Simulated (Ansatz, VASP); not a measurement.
Two plane-wave programs on Mo16H

```
Mo H
1.0
     6.30000    0.00000    0.00000
     0.00000    6.30000    0.00000
     0.00000    0.00000    6.30000
Mo H
16 1
Direct
  0.99992 0.00650 0.98939
  0.49993 0.00042 0.99817
  0.99993 0.49990 0.99792
  0.99993 0.00646 0.50894
  0.25120 0.25051 0.24920
  0.49993 0.49766 0.99730
  0.49993 0.00044 0.50022
  0.74865 0.25051 0.24920
  0.99993 0.49990 0.50048
  0.25970 0.74393 0.24919
  0.25182 0.25274 0.74919
  0.49993 0.49767 0.50107
  0.74016 0.74394 0.24919
  0.74803 0.25275 0.74919
  0.25095 0.74998 0.74918
  0.74890 0.74998 0.74918
  0.99993 0.87522 0.24912
```

Alike in both runs: functional PBE; k mesh 3 × 3 × 3; occupations gaussian, width 0.1 eV; no spin polarisation.

Ansatz relaxed the structure, and its values are those at the end. VASP's run is a single point on that final structure, the one shown.

|  | VASP | Ansatz |
| --- | --- | --- |
| version | VASP 6.6.1 | Ansatz 0.2.0 |
| potentials or method | VASP PAW PBE potentials, release 64 (Mo_sv, H), cutoff 520 eV | scalar-relativistic, plane waves, PAW |
| valence electrons in the cell | 225 | 225 |

```csv
,VASP,Ansatz,Ansatz less VASP
rms of the force components (eV/Å),0.009,0.009,0.0000
```
